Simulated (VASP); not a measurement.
Here is a VASP 6.6.1 calculation.

Contents of INCAR:

```
ALGO = Normal
EDIFF = 1E-6
ENCUT = 500
GGA = PS
GGA_COMPAT = F
ISIF = 2
ISMEAR = -1
ISPIN = 2
LASPH = T
LCHARG = F
LMAXMIX = 4
LORBIT = 11
LREAL = F
LWAVE = F
MAGMOM = 1 1 1 1 0 0 0 0
NBANDS = 48
NELM = 200
PREC = Accurate
SIGMA = 0.05
```

The input KPOINTS:

```
k-points
0
Gamma
  8 8 8
```

File POSCAR:

```
MnSi
1.0
    4.5580000000      0.0000000000      0.0000000000
    0.0000000000      4.5580000000      0.0000000000
    0.0000000000      0.0000000000      4.5580000000
Mn Si
4 4
Direct
    0.1352247715      0.1352247715      0.1352247715
    0.6352247715      0.3647752285      0.8647752285
    0.8647752285      0.6352247715      0.3647752285
    0.3647752285      0.8647752285      0.6352247715
    0.8446015085      0.8446015085      0.8446015085
    1.3446015085     -0.3446015085      0.1553984915
    0.1553984915      1.3446015085     -0.3446015085
   -0.3446015085      0.1553984915      1.3446015085
```

Potentials or basis: VASP PAW PBE potentials, release 64 (Mn_pv, Si).

Run with:

```bash
$ cat potpaw_PBE.64/Mn_pv/POTCAR potpaw_PBE.64/Si/POTCAR > POTCAR
$ mpirun -np 1 vasp_std > vasp.out
```

Question: What does it give for the largest force?

Answer: 0.018 eV/Å.

Question: Predict the pressure.

Answer: -11.3 GPa.

Question: Predict the net moment.

Answer: 3.92 μB per cell.

Question: What does it give for the site moments?

Answer: Mn +1.04; Si -0.05 μB.

Forces on the atoms (eV/Å):
```
Mn   0.010  0.010  0.010
Mn   0.010 -0.010 -0.010
Mn  -0.010  0.010 -0.010
Mn  -0.010 -0.010  0.010
Si  -0.001 -0.001 -0.001
Si  -0.001  0.001  0.001
Si   0.001 -0.001  0.001
Si   0.001  0.001 -0.001
```

Caveat: the cell stands under tension; the PAW data sets were made with another functional, which shifts forces and pressure a little.
